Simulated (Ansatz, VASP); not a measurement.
# Ag in VASP and in Ansatz

Contents of INCAR:

```
SYSTEM = Ag
PREC = Accurate
ENCUT = 500
EDIFF = 1E-6
ISMEAR = -1
SIGMA = 0.03
LREAL = .FALSE.
LASPH = .TRUE.
NELM = 120
ALGO = Normal
ISIF = 2
LWAVE = .FALSE.
LCHARG = .FALSE.
GGA = PE
NBANDS = 18
GGA_COMPAT = .FALSE.
```

Contents of KPOINTS:

```
regular mesh
0
G
  13 13 7
  0 0 0
```

The input POSCAR:

```
Ag
1.0
    2.9780393744      0.0000000000      0.0000000000
   -1.4890196872      2.5790577517      0.0000000000
    0.0000000000      0.0000000000      4.8685385491
Ag
2
Direct
    0.3333333333      0.6666666667      0.2500000000
    0.6666666667      0.3333333333      0.7500000000
```

Input for Ansatz:

```yaml
crystal:
  lattice:
    - [2.9780393744, 0.0, 0.0]
    - [-1.4890196872, 2.5790577517, 0.0]
    - [0.0, 0.0, 4.8685385491]
  atoms:
    - { symbol: Ag, position: [0.3333333333, 0.6666666667, 0.25] }
    - { symbol: Ag, position: [0.6666666667, 0.3333333333, 0.75] }
kpoints:
  mp_grid: { grid: [13, 13, 7] }
scf:
  occupations: { method: fermi_dirac, width: 0.03 }
hamiltonian:
  xc: pbe
  pseudopotentials: { kind: all_electron, lapw: { basis_error: 0.00025 } }
output:
  forces: true
  stress: true
  eigenvalues: true
```

Change from the starting cell: volume scaled by 1.05.

Alike in both runs: task single point; functional PBE; k mesh 13 × 13 × 7; occupations fermi-dirac, width 0.03 eV; no spin polarisation.

|  | VASP | Ansatz |
| --- | --- | --- |
| version | VASP 6.6.1 | Ansatz 0.2.0 |
| potentials or method | VASP PAW PBE potentials, release 64 (Ag), cutoff 500 eV | all-electron LAPW, scalar-relativistic |

|  | VASP | Ansatz | Ansatz less VASP |
| --- | --- | --- | --- |
| pressure (GPa) | -3.7 | -3.7 | +0.03 |
| traceless stress, the component that is largest in VASP (GPa) | 1.02 | 1.02 | +0.001 |

Ansatz ran all-electron here, and VASP with PAW potentials.
